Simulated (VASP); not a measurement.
Input of a VASP 6.6.1 run:

Contents of INCAR:

```
PREC     = Accurate       # precision mode
ENCUT    = 520            # plane-wave cutoff, eV
EDIFF    = 1E-6           # SCF threshold, eV
ISMEAR   = 0              # smearing method
SIGMA    = 0.05           # smearing width, eV
LREAL    = False          # projectors in reciprocal space
LASPH    = True           # aspherical terms in the spheres
NELM     = 100            # most SCF steps
ALGO     = Normal         # electronic algorithm
ISIF     = 2              # what is computed and relaxed
LWAVE    = False          # write WAVECAR
LCHARG   = False          # write CHGCAR
GGA      = PE             # functional
NBANDS   = 11             # bands
```

KPOINTS

```
regular mesh
0
Gamma
  8 8 8
```

File POSCAR:

```
Si
1.0
    0.0000000000      2.7143696077      2.9263229020
    2.5639511408      0.0000000000      2.9263229020
    2.5639511408      2.7143696077      0.0000000000
Si
2
Direct
    0.5000000000      0.5000000000      0.5000000000
    0.7500000000      0.7500000000      0.7500000000
```

Potentials or basis: VASP PAW PBE potentials, release 64 (Si).

Command:

```console
$ cat potpaw_PBE.64/Si/POTCAR > POTCAR
$ mpirun -np 1 vasp_std > vasp.out
```

(1) Estimate the band gap on the k mesh.

(2) Estimate the pressure.

Answers

(1) zero (bands 4 and 5 overlap by 0.34 eV).

(2) -0.1 GPa.

Caveat: the cell differs from its parent crystal (strain +e along x and -e along y -0.0275, strain +e along z and -e/2 along x and y +0.0700); semilocal functionals underestimate gaps, so a narrow gap can read as zero.
